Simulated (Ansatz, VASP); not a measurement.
**GaSb: VASP beside Ansatz**

```
Ga Sb
1.0
     0.00000    3.05900    3.05900
     3.05900    0.00000    3.05900
     3.05900    3.05900    0.00000
Ga Sb
1 1
Direct
  0.00000 0.00000 0.00000
  0.75000 0.75000 0.75000
```

Alike in both runs: task single point; functional PBE-based global hybrid with a share of 0.35 of exact exchange; k mesh 4 × 4 × 4; no spin polarisation.

|  | VASP | Ansatz |
| --- | --- | --- |
| version | VASP 6.6.1 | Ansatz 0.2.0 |
| potentials or method | VASP PAW PBE potentials, release 64 (Ga_d, Sb), cutoff 400 eV | plane waves, PAW |
| occupations | gaussian, width 0.01 eV | fixed |
| valence electrons in the cell | 18 | 28 |

```tsv
	VASP	Ansatz	Ansatz less VASP
gap on the k mesh at the Fermi level (eV)	2.31	2.16	-0.149
```

VASP's potentials were made for PBE, not for PBE-based global hybrid. VASP's potentials hold 18 valence electrons a cell and Ansatz's 28, so a difference there can come from the potentials and not from the codes.

The k mesh is coarse, so the values compare programs but aren't converged. Neither program's run includes spin-orbit coupling.
